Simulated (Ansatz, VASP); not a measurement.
## ZrC in VASP and in Ansatz

File INCAR:

```
SYSTEM = ZrC
PREC = Accurate ; ENCUT = 520
EDIFF = 1E-7 ; ISMEAR = -1
SIGMA = 0.1 ; LREAL = .False.
LASPH = .True. ; NELM = 80
ALGO = Normal ; ISIF = 2
LWAVE = .False. ; LCHARG = .False.
GGA = PE ; NBANDS = 15
```

File KPOINTS:

```
regular mesh
0
Gamma
  14 14 14
  0 0 0
```

File POSCAR:

```
ZrC
1.0
    2.4648767827      0.0000000000      0.0000000000
    0.0000000000      2.4648767827      0.0000000000
    0.0000000000      0.0000000000      2.4648767827
Zr C
1 1
Direct
    0.0000000000      0.0000000000      0.0000000000
    0.5000000000      0.5000000000      0.5000000000
```

Input for Ansatz:

```yaml
crystal:
  lattice:
    - [2.4648767827, 0.0, 0.0]
    - [0.0, 2.4648767827, 0.0]
    - [0.0, 0.0, 2.4648767827]
  atoms:
    - { symbol: Zr, position: [0.0, 0.0, 0.0] }
    - { symbol: C, position: [0.5, 0.5, 0.5] }
kpoints:
  mp_grid: { grid: [14, 14, 14] }
scf:
  occupations: { method: fermi_dirac, width: 0.1 }
hamiltonian:
  xc: pbe
  pseudopotentials: { kind: all_electron, lapw: { basis_error: 0.001 } }
output:
  forces: true
  stress: true
  eigenvalues: true
  populations: true
```

Change from the starting cell: volume scaled by 0.6, LAPW.

Alike in both runs: task single point; functional PBE; k mesh 14 × 14 × 14; occupations fermi-dirac, width 0.1 eV; no spin polarisation.

|  | VASP | Ansatz |
| --- | --- | --- |
| version | VASP 6.6.1 | Ansatz 0.2.0 |
| potentials or method | VASP PAW PBE potentials, release 64 (Zr_sv, C), cutoff 520 eV | all-electron LAPW, scalar-relativistic |

Ansatz gave:

```
pressure (GPa) : 266.9
```

Task: Which values does VASP return?

Result: Pressure (GPa): 268.2.

Both programs put the cell under a high pressure, so it lies far from rest at this level. Ansatz ran all-electron here, and VASP with PAW potentials.

Noted on VASP's run: the cell as given lies far from equilibrium.
